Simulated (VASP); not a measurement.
Here is a VASP 6.6.1 calculation.

File INCAR:

```
  PREC = Accurate
  ENCUT = 520
  EDIFF = 1E-6
  ISMEAR = 0
  SIGMA = 0.1
  LREAL = False
  LASPH = True
  NELM = 60
  ALGO = Normal
  ISIF = 2
  LWAVE = False
  LCHARG = False
  LDIPOL = True
  IDIPOL = 3
  DIPOL = 0.5 0.5 0.357
  GGA = PE
  NBANDS = 34
```

The input KPOINTS:

```
Automatic mesh
0
Gamma
  8 8 1
```

POSCAR

```
Si4Mo2N
1.0
    3.2169717285      0.0000000000      0.0000000000
    0.0000000000      3.2169717285      0.0000000000
    0.0000000000      0.0000000000     21.8787970046
Si Mo N
4 2 1
Direct
    0.0000000000      0.0000000000      0.1828254085
    0.0000000000      0.0000000000      0.3015081460
    0.5000000000      0.5000000000      0.3593659936
    0.5000000000      0.5000000000      0.4743769505
    0.5000000000      0.5000000000      0.2421667772
    0.0000000000      0.0000000000      0.4192862006
    0.6250000000      0.8750000000      0.5191877862
```

Potentials or basis: VASP PAW PBE potentials, release 64 (Si, Mo_sv, N).

Run with:

```console
$ cat potpaw_PBE.64/Si/POTCAR potpaw_PBE.64/Mo_sv/POTCAR potpaw_PBE.64/N/POTCAR > POTCAR
$ mpirun -np 1 vasp_std > vasp.out
```

Question: What does it give for the largest force?

Answer: 4.533 eV/Å.

Question: Predict the band gap on the k mesh.

Answer: Zero (an odd number of electrons rules out a gap without spin polarisation).

Forces in eV/Å, atoms in the order of the input:
```
Si   0.014  0.025  0.594
Si  -0.012  0.034 -0.504
Si  -0.073 -0.071 -0.219
Si  -0.484 -4.481  0.481
Mo   0.051 -0.050 -0.277
Mo   0.321  0.162 -0.104
N    0.182  4.381  0.028
```
